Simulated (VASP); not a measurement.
# BeZn2Se3 (I-4m2) in VASP: a series of runs

The runs below take BeZn2Se3 through relaxation of shape and atoms at fixed volume, with PBE.

Program: VASP 6.6.1. These are calculated values, not measurements. Logs are shortened: lines on timing, memory, paths and dates and some standing lists are left out, and cuts for length are marked.

## Step 1: The cell of the first run

Symmetry: I-4m2, No. 119, tetragonal system. Conventional cell: a = 3.944 Å, b = 3.944 Å, c = 16.976 Å, α = 90.00°, β = 90.00°, γ = 90.00°. Within 3.1 Å of Be (site symmetry -4m2) lie 4 Se at 2.32 Å. Zn (site symmetry 2mm) has 4 Se at 2.48 to 2.49 Å within 3.3 Å. Within 3.1 Å of Se (site symmetry 2mm) lie 2 Be at 2.32 Å and 2 Zn at 2.49 Å. Se (site symmetry -4m2) has 4 Zn at 2.48 Å within 3.3 Å.

## Step 2: Relaxation of shape and atoms at fixed volume, PBE (22.00 Å³/atom)

The input, INCAR:

```
PREC     = Accurate       # precision mode
ENCUT    = 600            # plane-wave cutoff, eV
EDIFF    = 1E-7           # SCF threshold, eV
ISMEAR   = 0              # smearing method
SIGMA    = 0.02           # smearing width, eV
LREAL    = False          # projectors in reciprocal space
LASPH    = True           # aspherical terms in the spheres
NELM     = 100            # most SCF steps
ALGO     = Normal         # electronic algorithm
ISIF     = 4              # what is computed and relaxed
LWAVE    = False          # write WAVECAR
LCHARG   = False          # write CHGCAR
GGA      = PE             # functional
IBRION   = 2              # ionic algorithm
NSW      = 50             # ionic steps
EDIFFG   = -0.01          # ionic threshold
```

The input, KPOINTS:

```
Automatic mesh
0
Gamma
  10 10 10
```

The input, POSCAR:

```
BeZn2Se3
1.0
   -1.9719536029      1.9719536029      8.4880500977
    1.9719536029     -1.9719536029      8.4880500977
    1.9719536029      1.9719536029     -8.4880500977
Be Zn Se
1 2 3
Direct
    0.5000000000      0.5000000000      0.0000000000
    0.8386387786      0.8386387786      0.0000000000
    0.1613612214      0.1613612214      0.0000000000
    0.4280960628      0.9280960628      0.5000000000
    0.0719039372      0.5719039372      0.5000000000
    0.7500000000      0.2500000000      0.5000000000
```

Potentials or basis: VASP PAW PBE potentials, release 64 (Be, Zn, Se).

The run is started by

```bash
$ cat potpaw_PBE.64/Be/POTCAR potpaw_PBE.64/Zn/POTCAR potpaw_PBE.64/Se/POTCAR > POTCAR
$ mpirun -np 1 vasp_std > vasp.out
```

OUTCAR:

```text
PREC = Accurate
   ENCUT = 600
   EDIFF = 1E-7
   ISMEAR = 0
   LREAL = False
   LASPH = True
   NELM = 100
   ISIF = 4
   GGA = PE
   IBRION = 2
   NSW = 50
   EDIFFG = -0.01

 ion  position               nearest neighbor table
   1  0.500  0.500  0.000-   5 2.32   4 2.32   5 2.32   4 2.32
   2  0.839  0.839  0.000-   6 2.48   6 2.48   4 2.49   4 2.49
   3  0.161  0.161  0.000-   6 2.48   6 2.48   5 2.49   5 2.49
   4  0.428  0.928  0.500-   1 2.32   1 2.32   2 2.49   2 2.49
   5  0.072  0.572  0.500-   1 2.32   1 2.32   3 2.49   3 2.49
   6  0.750  0.250  0.500-   2 2.48   3 2.48   2 2.48   3 2.48

  LATTYP: Found a body centered tetragonal cell.
 ALAT       =     3.9439072058
 C/A-ratio  =     4.3043863127

  Lattice vectors:

 A1 = (  -1.9719536029,   1.9719536029,   8.4880500977)
 A2 = (   1.9719536029,  -1.9719536029,   8.4880500977)
 A3 = (   1.9719536029,   1.9719536029,  -8.4880500977)

Analysis of symmetry for initial positions (statically):
=====================================================================
 Subroutine PRICEL returns:
 Original cell was already a primitive cell.

 Routine SETGRP: Setting up the symmetry group for a
 body centered tetragonal supercell.

 Subroutine GETGRP returns: Found  8 space group operations
 (whereof  8 operations were pure point group operations)
 out of a pool of 16 trial point group operations.

The static configuration has the point symmetry D_2d.

Analysis of symmetry for dynamics (positions and initial velocities):
=====================================================================
 Subroutine PRICEL returns:
 Original cell was already a primitive cell.

 Routine SETGRP: Setting up the symmetry group for a
 body centered tetragonal supercell.

 Subroutine GETGRP returns: Found  8 space group operations
 (whereof  8 operations were pure point group operations)
 out of a pool of 16 trial point group operations.

The dynamic configuration has the point symmetry D_2d.

 Subroutine INISYM returns: Found  8 space group operations
 (whereof  8 operations are pure point group operations),
 and found     1 'primitive' translations

----------------------------------------------------------------------------------------

                                     Primitive cell

[... 162 lines left out ...]
  volume of cell :      132.03
      direct lattice vectors                 reciprocal lattice vectors
    -1.971953603  1.971953603  8.488050098     0.000000000  0.253555661  0.058906344
     1.971953603 -1.971953603  8.488050098     0.253555661  0.000000000  0.058906344
     1.971953603  1.971953603 -8.488050098     0.253555661  0.253555661  0.000000000

 POSITION                                       TOTAL-FORCE (eV/Angst)
 -----------------------------------------------------------------------------------
      0.00000      0.00000      8.48805        -0.000000     -0.000000      0.000000
      0.00000      0.00000     14.23682        -0.000000     -0.000000     -0.000360
      0.00000      0.00000      2.73928        -0.000000     -0.000000      0.000360
      1.97195     -0.00000      7.26740         0.000000      0.000000     -0.012286
      1.97195      0.00000      1.22065         0.000000      0.000000      0.012286
      0.00000      1.97195      4.24403        -0.000000     -0.000000      0.000000
 -----------------------------------------------------------------------------------
    total drift:                               -0.000000      0.000000      0.000000

  FREE ENERGIE OF THE ION-ELECTRON SYSTEM (eV)
  ---------------------------------------------------
  free  energy   TOTEN  =       -20.7390640889 eV

  energy  without entropy=      -20.7390640889  energy(sigma->0) =      -20.73906409

--------------------------------------- Ionic step        2  -------------------------------------------

 number of electron      43.9999991 magnetization

 Free energy of the ion-electron system (eV)
  ---------------------------------------------------
  ext. energy  EPLUGINS =         0.00000000
  ---------------------------------------------------
  free energy    TOTEN  =       -20.73907794 eV

  energy without entropy =      -20.73907794  energy(sigma->0) =      -20.73907794

 E-fermi :   1.8614     XC(G=0):  -9.1302

 val. band max:        1.7229970751   @ k =   0.0000   0.0000   0.0000
 cond. band min:       3.4239178989   @ k =   0.0000   0.0000   0.0000
 fundamental gap:      1.7009208237
 Fermi energy:         1.8614477980

 k-point     1 :       0.0000    0.0000    0.0000
  band No.  band energies     occupation
      1     -11.4478      2.00000
      2     -10.7267      2.00000
      3     -10.4956      2.00000
      4      -4.7086      2.00000
      5      -4.6304      2.00000
      6      -4.6304      2.00000
[... 685 lines left out ...]
     25       6.2175      0.00000
     26       6.4068      0.00000

 [... further k-points ...]

------------------------ aborting loop because EDIFF is reached ----------------------------------------

  FORCE on cell =-STRESS in cart. coord.  units (eV):
  Direction    XX          YY          ZZ          XY          YZ          ZX
  --------------------------------------------------------------------------------------
  -------------------------------------------------------------------------------------
  Total       -1.2794375     -1.2794375     -1.2948219      0.0000000      0.0000000     -0.0000000
  in kB      -15.5263135    -15.5263135    -15.7130067      0.0000000      0.0000000     -0.0000000
  external PRESSURE =     -15.5885446 kB  Pullay stress =       0.0000000 kB

 VOLUME and BASIS-vectors are now :
 -----------------------------------------------------------------------------
  energy-cutoff  :      600.00
  volume of cell :      132.03
      direct lattice vectors                 reciprocal lattice vectors
    -1.972077702  1.972077702  8.486981854     0.000000000  0.253539706  0.058913759
     1.972077702 -1.972077702  8.486981854     0.253539706  0.000000000  0.058913759
     1.972077702  1.972077702 -8.486981854     0.253539706  0.253539706  0.000000000

 POSITION                                       TOTAL-FORCE (eV/Angst)
 -----------------------------------------------------------------------------------
      1.97208      1.97208      0.00000        -0.000000     -0.000000      0.000000
      1.97208      1.97208      5.74802        -0.000000     -0.000000     -0.002510
      1.97208      1.97208     -5.74802        -0.000000     -0.000000      0.002510
      1.97208     -0.00000      7.26589         0.000000      0.000000     -0.006341
      1.97208      0.00000      1.22109         0.000000      0.000000      0.006341
     -0.00000      1.97208      4.24349        -0.000000     -0.000000      0.000000
 -----------------------------------------------------------------------------------
    total drift:                               -0.000000      0.000000     -0.000000

  FREE ENERGIE OF THE ION-ELECTRON SYSTEM (eV)
  ---------------------------------------------------
  free  energy   TOTEN  =       -20.7390779414 eV

  energy  without entropy=      -20.7390779414  energy(sigma->0) =      -20.73907794

 reached required accuracy - stopping structural energy minimisation
```

OSZICAR:

```text
N       E                     dE             d eps       ncg     rms          rms(c)
DAV:   1     0.313162858583E+03    0.31316E+03   -0.21747E+04  5304   0.196E+03
DAV:   2     0.128381010806E+02   -0.30032E+03   -0.29409E+03  5650   0.389E+02
[... 15 lines left out ...]
       N       E                     dE             d eps       ncg     rms          rms(c)
DAV:   1    -0.207390777120E+02   -0.13692E-04   -0.76203E-04  5424   0.146E-01    0.175E-02
DAV:   2    -0.207390791973E+02   -0.14853E-05   -0.43155E-05  6542   0.462E-02    0.946E-03
DAV:   3    -0.207390781926E+02    0.10047E-05   -0.99915E-07  6648   0.107E-02    0.518E-03
DAV:   4    -0.207390779352E+02    0.25738E-06   -0.64701E-07  6660   0.811E-03    0.770E-04
DAV:   5    -0.207390779414E+02   -0.61773E-08   -0.21167E-07  4064   0.413E-03
   2 F= -.20739078E+02 E0= -.20739078E+02  d E =-.138525E-04
```

CONTCAR:

```text
BeZn2Se3
   1.00000000000000
    -1.9720777024271947    1.9720777024271947    8.4869818539290218
     1.9720777024271947   -1.9720777024271947    8.4869818539290218
     1.9720777024271947    1.9720777024271947   -8.4869818539290218
  Be              Zn              Se
     1     2     3
Direct
     0.5000000000000000    0.5000000000000000    1.0000000000000000
     0.8386377550759979    0.8386377550759979    1.0000000000000000
     0.1613622449240021    0.1613622449240021    1.0000000000000000
     0.4280611496471229    0.9280611496471229    0.5000000000000000
     0.0719388503528771    0.5719388503528771    0.5000000000000000
     0.7500000000000000    0.2500000000000000    0.5000000000000000

  0.00000000E+00  0.00000000E+00  0.00000000E+00
  0.00000000E+00  0.00000000E+00  0.00000000E+00
  0.00000000E+00  0.00000000E+00  0.00000000E+00
  0.00000000E+00  0.00000000E+00  0.00000000E+00
  0.00000000E+00  0.00000000E+00  0.00000000E+00
  0.00000000E+00  0.00000000E+00  0.00000000E+00
```

Run time: 19 min. Hardware: 1 thread of Intel Xeon 6975P-C (Granite Rapids), shared host; peak memory 1.1 GiB.

What came out:

```
Free energy                  : -20.7391 eV
Energy gained by relaxing    : 0.0 meV/atom
Ionic steps                  : 2
Pressure after relaxing      : -1.6 GPa
Largest force after relaxing : 0.006 eV/Å
Band gap on the k mesh       : 1.70 eV
```

Forces on the atoms (eV/Å):
```
Be   0.000  0.000  0.000
Zn   0.000  0.000 -0.003
Zn   0.000  0.000  0.003
Se   0.000  0.000 -0.006
Se   0.000  0.000  0.006
Se   0.000  0.000  0.000
```

Final structure:
```
Be Zn Se
1.0
    -1.97208    1.97208    8.48698
     1.97208   -1.97208    8.48698
     1.97208    1.97208   -8.48698
Be Zn Se
1 2 3
Direct
  0.50000 0.50000 0.00000
  0.83864 0.83864 0.00000
  0.16136 0.16136 0.00000
  0.42806 0.92806 0.50000
  0.07194 0.57194 0.50000
  0.75000 0.25000 0.50000
```

A k mesh can miss the band edges.

## Step 3: Relaxation of shape and atoms at fixed volume, PBE (23.50 Å³/atom)

This run uses another cell than the first one, of 23.50 Å³/atom.

The input, INCAR:

```
PREC = Accurate
ENCUT = 600
EDIFF = 1E-6
ISMEAR = 0
SIGMA = 0.02
LREAL = False
LASPH = True
NELM = 100
ALGO = Normal
ISIF = 4
LWAVE = False
LCHARG = False
GGA = PE
IBRION = 2
NSW = 50
EDIFFG = -0.01
```

The input, KPOINTS:

```
regular mesh
0
Gamma
  10 10 10
```

The input, POSCAR:

```
BeZn2Se3
1.0
   -2.0165750039      2.0165750039      8.6681819769
    2.0165750039     -2.0165750039      8.6681819769
    2.0165750039      2.0165750039     -8.6681819769
Be Zn Se
1 2 3
Direct
    0.5000000000      0.5000000000      0.0000000000
    0.8384670069      0.8384670069      0.0000000000
    0.1615329931      0.1615329931      0.0000000000
    0.4277495552      0.9277495552      0.5000000000
    0.0722504448      0.5722504448      0.5000000000
    0.7500000000      0.2500000000      0.5000000000
```

Potentials or basis: VASP PAW PBE potentials, release 64 (Be, Zn, Se).

The run is started by

```bash
$ cat potpaw_PBE.64/Be/POTCAR potpaw_PBE.64/Zn/POTCAR potpaw_PBE.64/Se/POTCAR > POTCAR
$ mpirun -np 1 vasp_std > vasp.out
```

Run time: 89 min. Hardware: 1 thread of Oxide Virtual Turin-like, shared host; peak memory 1.3 GiB.

It converged, with:

| Item | Value |
| --- | --- |
| Free energy | -20.5589 eV |
| Energy gained by relaxing | 0.0 meV/atom |
| Ionic steps | 2 |
| Pressure after relaxing | -4.7 GPa |
| Largest force after relaxing | 0.006 eV/Å |
| Band gap on the k mesh | 1.43 eV |

Forces on the atoms (eV/Å):
```
Be   0.000  0.000  0.000
Zn   0.000  0.000 -0.001
Zn   0.000  0.000  0.001
Se   0.000  0.000 -0.006
Se   0.000  0.000  0.006
Se   0.000  0.000  0.000
```

Final structure:
```
Be Zn Se
1.0
    -2.01680    2.01680    8.66623
     2.01680   -2.01680    8.66623
     2.01680    2.01680   -8.66623
Be Zn Se
1 2 3
Direct
  0.50000 0.50000 0.00000
  0.83847 0.83847 0.00000
  0.16153 0.16153 0.00000
  0.42772 0.92772 0.50000
  0.07228 0.57228 0.50000
  0.75000 0.25000 0.50000
```

Levels at points of the mesh, in eV from the valence-band top:
| k point | band 20 | band 21 | band 22 | band 23 | band 24 | band 25 |
| --- | --- | --- | --- | --- | --- | --- |
| (0.00, 0.00, 0.00) | -0.19 | 0.00 | 0.00 | 1.43 | 3.09 | 3.77 |
| (0.50, 0.00, 0.00) | -0.84 | -0.63 | -0.53 | 2.58 | 3.68 | 3.75 |
| (0.50, 0.50, 0.00) | -2.29 | -1.94 | -1.93 | 3.04 | 3.30 | 4.43 |
| (0.50, 0.50, 0.50) | -0.76 | -0.44 | -0.44 | 2.75 | 3.27 | 3.44 |

A k mesh can miss the band edges.

## Step 4: Relaxation of shape and atoms at fixed volume, PBE (18.80 Å³/atom)

This run uses another cell than the first one, of 18.80 Å³/atom.

The input, INCAR:

```
SYSTEM = BeZn2Se3
PREC = Accurate ; ENCUT = 600
EDIFF = 1E-7 ; ISMEAR = 0
SIGMA = 0.02 ; LREAL = .FALSE.
LASPH = .TRUE. ; NELM = 100
ALGO = Normal ; ISIF = 4
LWAVE = .FALSE. ; LCHARG = .FALSE.
GGA = PE ; IBRION = 2
NSW = 50 ; EDIFFG = -0.01
```

The input, KPOINTS:

```
regular mesh
0
G
  10 10 10
  0 0 0
```

The input, POSCAR:

```
BeZn2Se3
1.0
   -1.8691158382      1.8691158382      8.0718732071
    1.8691158382     -1.8691158382      8.0718732071
    1.8691158382      1.8691158382     -8.0718732071
Be Zn Se
1 2 3
Direct
    0.5000000000      0.5000000000      0.0000000000
    0.8389507752      0.8389507752      0.0000000000
    0.1610492248      0.1610492248      0.0000000000
    0.4287215709      0.9287215709      0.5000000000
    0.0712784291      0.5712784291      0.5000000000
    0.7500000000      0.2500000000      0.5000000000
```

The run is started by

```bash
$ cat potpaw_PBE.64/Be/POTCAR potpaw_PBE.64/Zn/POTCAR potpaw_PBE.64/Se/POTCAR > POTCAR
$ mpirun -np 1 vasp_std > vasp.out
```

It took 2.2 h on 1 thread of Oxide Virtual Turin-like, shared host; peak memory 0.99 GiB.

The run converged. Its results:

* Free energy: -20.2800 eV
* Energy gained by relaxing: 0.1 meV/atom
* Ionic steps: 5
* Pressure after relaxing: 10.8 GPa
* Largest force after relaxing: 0.005 eV/Å
* Band gap on the k mesh: 2.40 eV

Forces in eV/Å, atoms in the order of the input:
```
Be   0.000  0.000  0.000
Zn   0.000  0.000 -0.002
Zn   0.000  0.000  0.002
Se   0.000  0.000 -0.005
Se   0.000  0.000  0.005
Se   0.000  0.000  0.000
```

The path:
```csv
step,energy change (eV),largest force (eV/Å),pressure (GPa),volume (Å³)
1,0.0000,0.0643,10.85,112.80
2,-0.0003,0.0191,10.85,112.80
3,-0.0004,0.0288,10.83,112.80
4,-0.0005,0.0105,10.82,112.80
5,-0.0005,0.0046,10.81,112.80
```

Final structure:
```cif
data_structure
_symmetry_space_group_name_H-M 'P 1'
_symmetry_Int_Tables_number 1
_cell_length_a 8.5083
_cell_length_b 8.5083
_cell_length_c 8.5083
_cell_angle_alpha 154.645
_cell_angle_beta 154.645
_cell_angle_gamma 36.162
_cell_volume 112.80
loop_
_atom_site_label
_atom_site_type_symbol
_atom_site_fract_x
_atom_site_fract_y
_atom_site_fract_z
_atom_site_occupancy
Be1 Be 0.50000 0.50000 0.00000 1
Zn1 Zn 0.83911 0.83911 0.00000 1
Zn2 Zn 0.16089 0.16089 0.00000 1
Se1 Se 0.42907 0.92907 0.50000 1
Se2 Se 0.07093 0.57093 0.50000 1
Se3 Se 0.75000 0.25000 0.50000 1
```

Levels at points of the mesh, in eV from the valence-band top:
| k point | band 20 | band 21 | band 22 | band 23 | band 24 | band 25 |
| --- | --- | --- | --- | --- | --- | --- |
| (0.00, 0.00, 0.00) | -0.37 | 0.00 | 0.00 | 2.40 | 2.70 | 3.48 |
| (0.50, 0.00, 0.00) | -1.23 | -0.91 | -0.74 | 3.02 | 4.08 | 4.42 |
| (0.50, 0.50, 0.00) | -3.28 | -2.77 | -2.74 | 2.51 | 3.23 | 4.26 |
| (0.50, 0.50, 0.50) | -1.11 | -0.67 | -0.67 | 2.42 | 3.60 | 3.96 |

A k mesh can miss the band edges.

## Step 5: Summary

```csv
cell,gap on the mesh (eV),pressure (GPa),largest force (eV/Å)
"relaxed from a = 8.934 Å, angles 154.5, 154.5, 36.4°, 6 atoms, atomic positions A",1.70,-1.6,0.01
"relaxed from a = 9.125 Å, angles 154.5, 154.5, 36.4°, 6 atoms, atomic positions B",1.43,-4.7,0.01
"relaxed from a = 8.494 Å, angles 154.6, 154.6, 36.3°, 6 atoms, atomic positions C",2.40,10.8,-
```

Alike in all rows: task relaxation of shape and atoms at fixed volume; level PBE; potentials or basis VASP PAW PBE potentials, release 64 (Be, Zn, Se); no spin polarisation; k mesh 10 × 10 × 10; cutoff (eV) 600; smearing gaussian 0.02 eV.

Total energies depend on the potentials used, so only differences within one code and one set of settings carry meaning.
